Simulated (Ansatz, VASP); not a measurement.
AgBr: VASP beside Ansatz

```
Ag Br
1.0
     0.00000    2.79148    2.79148
     2.79148    0.00000    2.79148
     2.79148    2.79148    0.00000
Ag Br
1 1
Direct
  0.00000 0.00000 0.00000
  0.50000 0.50000 0.50000
```

Alike in both runs: task single point; functional PBE; k mesh 5 × 5 × 5; no spin polarisation.

```csv
,VASP,Ansatz
version,VASP 6.6.1,Ansatz 0.2.0
potentials or method,"VASP PAW PBE potentials, release 64 (Ag, Br), cutoff 500 eV","plane waves, PAW"
occupations,"gaussian, width 0.01 eV",fixed
valence electrons in the cell,18,26
```

VASP gave:

* pressure (GPa): 7.6

Question: Estimate Ansatz's values.

Answer: Pressure (GPa): 7.7.

VASP's potentials hold 18 valence electrons a cell and Ansatz's 26, so a difference there can come from the potentials and not from the codes.
